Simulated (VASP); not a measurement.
Crystal: Os.

```
Os
1.0
     2.73410    0.00000    0.00000
    -1.36705    2.36780    0.00000
     0.00000    0.00000    4.31970
Os
2
Direct
  0.66667 0.33333 0.75000
  0.33333 0.66667 0.25000
```

* Program: VASP 6.6.1
* Task: relaxation of cell and atoms
* Functional: revPBE
* Potentials or basis: VASP PAW PBE potentials, release 64 (Os)
* Cutoff: 600 eV
* k mesh: 11 × 11 × 6
* Occupations: fermi-dirac, width 0.05 eV
* Spin: no spin polarisation

At the start: pressure 11.8 GPa; volume 13.98 Å³/atom.

Problem. Where does the relaxation end?

Solution. Over 9 steps the energy falls by 14.0 meV/atom and the volume is 14.38 Å³/atom (+2.8 %); space group P6_3/mmc (No. 194, to 0.1 Å) before and after.

Step by step:
| step | energy change (eV) | largest force (eV/Å) | pressure (GPa) | volume (Å³) |
| --- | --- | --- | --- | --- |
| 1 | 0.0000 | 0.0000 | 11.77 | 27.96 |
| 2 | 0.4074 | 0.0000 | -34.58 | 32.33 |
| 3 | -0.0280 | 0.0000 | -0.60 | 28.80 |
| 4 | -0.0280 | 0.0000 | -0.03 | 28.76 |
| 5 | -0.0280 | 0.0000 | 0.19 | 28.74 |
| 6 | -0.0280 | 0.0000 | 0.17 | 28.74 |
| 7 | -0.0281 | 0.0000 | 0.19 | 28.74 |
| 8 | -0.0280 | 0.0000 | -0.54 | 28.79 |
| 9 | -0.0281 | 0.0000 | 0.02 | 28.75 |

Final structure:
```cif
data_structure
_symmetry_space_group_name_H-M 'P 1'
_symmetry_Int_Tables_number 1
_cell_length_a 2.7602
_cell_length_b 2.7602
_cell_length_c 4.3578
_cell_angle_alpha 90.000
_cell_angle_beta 90.000
_cell_angle_gamma 120.000
_cell_volume 28.75
loop_
_atom_site_label
_atom_site_type_symbol
_atom_site_fract_x
_atom_site_fract_y
_atom_site_fract_z
_atom_site_occupancy
Os1 Os 0.66667 0.33333 0.75000 1
Os2 Os 0.33333 0.66667 0.25000 1
```

Caveat: the PAW data sets were made with another functional, which shifts forces and pressure a little.
